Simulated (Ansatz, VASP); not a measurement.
## One calculation of Si, two programs

```
CELL_PARAMETERS angstrom
3.86794 0.00000 0.00000
-1.93397 3.34973 0.00000
0.00000 0.00000 25.26402
ATOMIC_POSITIONS crystal
Si 0.33333 0.66667 0.29686
Si 0.00000 0.00000 0.32812
Si 0.00000 0.00000 0.42187
Si 0.66667 0.33333 0.45312
Si 0.66667 0.33333 0.54688
Si 0.33333 0.66667 0.57813
Si 0.33333 0.66667 0.67188
Si 0.00000 0.00000 0.70314
```

Alike in both runs: task single point; functional PBE; k mesh 9 × 9 × 1; occupations gaussian, width 0.05 eV; no spin polarisation.

|  | VASP | Ansatz |
| --- | --- | --- |
| version | VASP 6.6.1 | Ansatz 0.2.0 |
| potentials or method | VASP PAW PBE potentials, release 64 (Si), cutoff 520 eV | scalar-relativistic, plane waves, PAW |
| valence electrons in the cell | 32 | 32 |

|  | VASP | Ansatz | Ansatz less VASP |
| --- | --- | --- | --- |
| gap on the k mesh at the Fermi level (eV) | none | none | - |
| rms of the force components (eV/Å) | 0.288 | 0.287 | -0.0013 |

Atom by atom the forces differ by 0.003 eV/Å (rms over components). A gap of «none» marks a metal or a gap that the smearing closes. Ansatz's warnings: xc potential rough in thin density.
